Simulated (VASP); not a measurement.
# SiO2 (I-42d) in VASP: further runs, part 2 of 2

VASP 6.6.1. Earlier steps stand in the parts before.

## 4. Single point, PBE (strain -0.050 along x and y, +0.000 along z)

File INCAR:

```
SYSTEM = SiO2
ALGO = Normal
EDIFF = 1E-6
ENCUT = 520
GGA = PE
ISIF = 2
ISMEAR = 0
LASPH = .TRUE.
LCHARG = .FALSE.
LREAL = .FALSE.
LWAVE = .FALSE.
NBANDS = 25
NELM = 100
PREC = Accurate
SIGMA = 0.05
```

File KPOINTS:

```
k-points
0
G
  6 6 6
  0 0 0
```

File POSCAR:

```
SiO2
1.0
   -2.3877008061      2.3877008061      3.6893906705
    2.3877008061     -2.3877008061      3.6893906705
    2.3877008061      2.3877008061     -3.6893906705
Si O
2 4
Direct
    0.0000000000      0.0000000000      0.0000000000
    0.7500000000      0.2500000000      0.5000000000
    0.9670112602      0.6250000000      0.8420112602
    0.3750000000      0.2170112602      0.3420112602
    0.7829887398      0.1250000000      0.1579887398
    0.8750000000      0.0329887398      0.6579887398
```

Potentials or basis: VASP PAW PBE potentials, release 64 (Si, O).

Launch:

```
cat potpaw_PBE.64/Si/POTCAR potpaw_PBE.64/O/POTCAR > POTCAR
mpirun -np 1 vasp_std > vasp.out
```

OUTCAR:

```text
SYSTEM = SiO2
   EDIFF = 1E-6
   ENCUT = 520
   GGA = PE
   ISIF = 2
   ISMEAR = 0
   LASPH = .TRUE.
   LREAL = .FALSE.
   NELM = 100
   PREC = Accurate

 ion  position               nearest neighbor table
   1  0.000  0.000  0.000-   3 1.57   5 1.57   6 1.57   4 1.57   2 3.02   2 3.02   2 3.02   2 3.02

   2  0.750  0.250  0.500-   4 1.57   5 1.57   6 1.57   3 1.57   1 3.02   1 3.02   1 3.02   1 3.02

   3  0.967  0.625  0.842-   1 1.57   2 1.57
   4  0.375  0.217  0.342-   2 1.57   1 1.57
   5  0.783  0.125  0.158-   1 1.57   2 1.57
   6  0.875  0.033  0.658-   1 1.57   2 1.57

  LATTYP: Found a body centered tetragonal cell.
 ALAT       =     4.7754016122
 C/A-ratio  =     1.5451645621

  Lattice vectors:

 A1 = (  -2.3877008061,   2.3877008061,   3.6893906705)
 A2 = (   2.3877008061,  -2.3877008061,   3.6893906705)
 A3 = (   2.3877008061,   2.3877008061,  -3.6893906705)

Analysis of symmetry for initial positions (statically):
=====================================================================
 Subroutine PRICEL returns:
 Original cell was already a primitive cell.

 Routine SETGRP: Setting up the symmetry group for a
 body centered tetragonal supercell.

 Subroutine GETGRP returns: Found  8 space group operations
 (whereof  4 operations were pure point group operations)
 out of a pool of 16 trial point group operations.

The static configuration has the point symmetry S_4 .
 The point group associated with its full space group is D_2d.

Analysis of symmetry for dynamics (positions and initial velocities):
=====================================================================
 Subroutine PRICEL returns:
 Original cell was already a primitive cell.

 Routine SETGRP: Setting up the symmetry group for a
 body centered tetragonal supercell.

 Subroutine GETGRP returns: Found  8 space group operations
 (whereof  4 operations were pure point group operations)
[... 127 lines left out ...]
   EFERMI_NEDOS =   21; number of points for ismear=-14 and -15
   IALGO  =     38    algorithm
   IMIX   =      4    mixing-type and parameters
     AMIX     =   0.40;   BMIX     =  1.00
     AMIX_MAG =   1.60;   BMIX_MAG =  1.00
  volume/ion in A,a.u.               =      14.02        94.63
  Fermi-wavevector in a.u.,A,eV,Ry     =   1.186133  2.241466 19.142189  1.406911
  Thomas-Fermi vector in A             =   2.322312
   LORBIT       =      0    0 simple, 1 ext, 2 COOP (PROOUT), +10 PAW based schemes
   GGA     = PE    functional components
   LHFCALC =     F    Hartree Fock is set to
   AEXX    =    0.0000 exact exchange contribution
   IVDW    =     0    specifies the selected vdW correction
   LEPSILON=     F    determine dielectric tensor
   LRPA    =     F    only Hartree local field effects (RPA)
 non-spin polarized calculation
 Gauss-broadening in eV      SIGMA  =   0.05
  energy-cutoff  :      520.00
  volume of cell :       84.13
 maximum number of plane-waves:      2283
 NGX is ok and might be reduce to    40
   NGX = 19   NGY = 19   NGZ = 19

 number of electron      31.9999998 magnetization

 Free energy of the ion-electron system (eV)
  ---------------------------------------------------
  ext. energy  EPLUGINS =         0.00000000
  ---------------------------------------------------
  free energy    TOTEN  =       -46.95118567 eV

  energy without entropy =      -46.95118567  energy(sigma->0) =      -46.95118567

 E-fermi :   0.3254     XC(G=0):  -8.3998

 val. band max:        0.0733291709   @ k =   0.0000   0.0000   0.0000
 cond. band min:       6.2671171614   @ k =   0.0000   0.0000   0.0000
 fundamental gap:      6.1937879905
 Fermi energy:         0.3253978947

 k-point     1 :       0.0000    0.0000    0.0000
  band No.  band energies     occupation
      1     -19.5994      2.00000
      2     -17.3589      2.00000
      3     -17.2623      2.00000
      4     -17.2623      2.00000
      5      -9.4852      2.00000
      6      -5.6887      2.00000
[... 661 lines left out ...]
     24      13.8084      0.00000
     25      14.2526      0.00000

 [... further k-points ...]
[... 5 lines left out ...]
  --------------------------------------------------------------------------------------
  -------------------------------------------------------------------------------------
  Total       10.5032304     10.5032304      9.4081991      0.0000000      0.0000000      0.0000000
  in kB      200.0133686    200.0133686    179.1606510      0.0000000      0.0000000      0.0000000
  external PRESSURE =     193.0624627 kB  Pullay stress =       0.0000000 kB

 VOLUME and BASIS-vectors are now :
 -----------------------------------------------------------------------------
  energy-cutoff  :      520.00
  volume of cell :       84.13
      direct lattice vectors                 reciprocal lattice vectors
    -2.387700806  2.387700806  3.689390670     0.000000000  0.209406471  0.135523734
     2.387700806 -2.387700806  3.689390670     0.209406471  0.000000000  0.135523734
     2.387700806  2.387700806 -3.689390670     0.209406471  0.209406471  0.000000000

 POSITION                                       TOTAL-FORCE (eV/Angst)
 -----------------------------------------------------------------------------------
      0.00000      0.00000      0.00000        -0.000000     -0.000000     -0.000000
      0.00000      2.38770      1.84470        -0.000000     -0.000000      0.000000
      1.19385      2.82709      2.76704        -0.000000      1.223570      0.000000
      0.43939      1.19385      0.92235         1.223570     -0.000000      0.000000
     -1.19385      1.94831      2.76704        -0.000000     -1.223570      0.000000
     -0.43939      3.58155      0.92235        -1.223570     -0.000000      0.000000
 -----------------------------------------------------------------------------------
    total drift:                               -0.000002     -0.000002     -0.000002

  FREE ENERGIE OF THE ION-ELECTRON SYSTEM (eV)
  ---------------------------------------------------
  free  energy   TOTEN  =       -46.9511856691 eV

  energy  without entropy=      -46.9511856691  energy(sigma->0) =      -46.95118567
```

OSZICAR:

```text
N       E                     dE             d eps       ncg     rms          rms(c)
DAV:   1     0.178678712042E+03    0.17868E+03   -0.16394E+04  1500   0.115E+03
DAV:   2    -0.420655491142E+02   -0.22074E+03   -0.21002E+03  1982   0.277E+02
DAV:   3    -0.539440170429E+02   -0.11878E+02   -0.11825E+02  2015   0.667E+01
DAV:   4    -0.540590097137E+02   -0.11499E+00   -0.11495E+00  1808   0.743E+00
DAV:   5    -0.540604291728E+02   -0.14195E-02   -0.14191E-02  2005   0.810E-01    0.230E+01
DAV:   6    -0.470166375030E+02    0.70438E+01   -0.20966E+01  1814   0.294E+01    0.115E+01
DAV:   7    -0.469672110470E+02    0.49426E-01   -0.92596E-01  1972   0.518E+00    0.389E+00
DAV:   8    -0.469464032847E+02    0.20808E-01   -0.57378E-02  1931   0.185E+00    0.149E+00
DAV:   9    -0.469494676197E+02   -0.30643E-02   -0.28550E-02  1984   0.115E+00    0.263E-01
DAV:  10    -0.469510990374E+02   -0.16314E-02   -0.17530E-03  1624   0.271E-01    0.720E-02
DAV:  11    -0.469511686482E+02   -0.69611E-04   -0.23495E-04  1887   0.116E-01    0.134E-02
DAV:  12    -0.469511829921E+02   -0.14344E-04   -0.16177E-05  1683   0.273E-02    0.989E-03
DAV:  13    -0.469511854146E+02   -0.24226E-05   -0.23843E-06  1718   0.113E-02    0.603E-03
DAV:  14    -0.469511856691E+02   -0.25443E-06   -0.27300E-07  1308   0.416E-03
   1 F= -.46951186E+02 E0= -.46951186E+02  d E =-.239458E-14
```

stdout:

```text
POSCAR found type information on POSCAR SiO
 POSCAR found :  2 types and       6 ions
 scaLAPACK will be used
 LDA part: xc-table for (Slater+PW92), standard interpolation
 POSCAR, INCAR and KPOINTS ok, starting setup
 FFT: planning ... GRIDC
 FFT: planning ... GRID_SOFT
 FFT: planning ... GRID
 WAVECAR not read
 entering main loop
```

It took 43 s on 1 thread of AMD EPYC 9R45 (Zen 5), shared host; peak memory 0.21 GiB.

What came out:

```yaml
Free_energy: -46.9512 eV
Pressure: 19.3 GPa
Largest_force: 1.224 eV/Å
Band_gap_on_the_k_mesh: 6.19 eV, direct
```

Forces in eV/Å, atoms in the order of the input:
```
Si   0.000  0.000  0.000
Si   0.000  0.000  0.000
O    0.000  1.224  0.000
O    1.224  0.000  0.000
O    0.000 -1.224  0.000
O   -1.224  0.000  0.000
```

Caveat: the cell differs from its parent crystal (strain -0.050 along x and y, +0.000 along z); forces of over 1 eV/Å act on the atoms, so gaps and moduli don't describe the material at rest.

## 5. Overview

```tsv
cell	gap on the mesh (eV)	pressure (GPa)	largest force (eV/Å)
a = 4.867 Å, angles 121.2, 121.2, 87.9°, 6 atoms	6.45	32.3	1.92
a = 4.934 Å, angles 122.1, 122.1, 86.4°, 6 atoms	6.33	25.5	1.55
a = 5.001 Å, angles 123.0, 123.0, 84.9°, 6 atoms	6.19	19.3	1.22
```

Alike in all rows: task single point; level PBE; potentials or basis VASP PAW PBE potentials, release 64 (Si, O); no spin polarisation; k mesh 6 × 6 × 6; cutoff (eV) 520; smearing gaussian 0.05 eV.

Caveats: forces of over 1 eV/Å act on the atoms, so gaps and moduli don't describe the material at rest.

Absolute energies hang on the potentials; compare differences alone.
